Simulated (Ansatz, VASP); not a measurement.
## BP: VASP beside Ansatz

```xyz
2
Lattice="0.0000 2.2741 2.2741 2.2741 0.0000 2.2741 2.2741 2.2741 0.0000" Properties=species:S:1:pos:R:3 pbc="T T T"
B     0.0000    0.0000    0.0000
P     1.1370    1.1370    1.1370
```

Alike in both runs: task single point; functional PBE; k mesh 10 × 10 × 10; occupations gaussian, width 0.02 eV; no spin polarisation.

|  | VASP | Ansatz |
| --- | --- | --- |
| version | VASP 6.6.1 | Ansatz 0.2.0 |
| potentials or method | VASP PAW PBE potentials, release 64 (B, P), cutoff 500 eV | scalar-relativistic, plane waves, PAW |
| valence electrons in the cell | 8 | 8 |

|  | VASP | Ansatz | Ansatz less VASP |
| --- | --- | --- | --- |
| gap on the k mesh at the Fermi level (eV) | 1.25 | 1.25 | +0.004 |
| least direct gap on the mesh (eV) | 3.39 | 3.39 | +0.003 |
| pressure (GPa) | -0.2 | 0.0 | +0.21 |
